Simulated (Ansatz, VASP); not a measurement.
One calculation of Al, two programs

```
Al
1.0
     2.88277    0.00000    0.00000
    -1.44138    2.49655    0.00000
     0.00000    0.00000    4.62351
Al
2
Direct
  0.66667 0.33333 0.75000
  0.33333 0.66667 0.25000
```

Change from the starting cell: strain +0.025 along x and y, -0.050 along z, atoms carried along.

Alike in both runs: task single point; functional r2SCAN; k mesh 18 × 18 × 10; occupations gaussian, width 0.15 eV; no spin polarisation.

```csv
,VASP,Ansatz
version,VASP 6.6.1,Ansatz 0.2.0
potentials or method,"VASP PAW PBE potentials, release 64 (Al), cutoff 520 eV","scalar-relativistic, plane waves, PAW"
valence electrons in the cell,6,6
```

|  | VASP | Ansatz | Ansatz less VASP |
| --- | --- | --- | --- |
| gap on the k mesh at the Fermi level (eV) | none | none | - |
| pressure (GPa) | -3.4 | -3.1 | +0.29 |
| traceless stress, the component that is largest in VASP (GPa) | 0.98 | 0.98 | +0.007 |

VASP's potentials were made for PBE, not for r2SCAN. A gap of «none» marks a metal or a gap that the smearing closes.
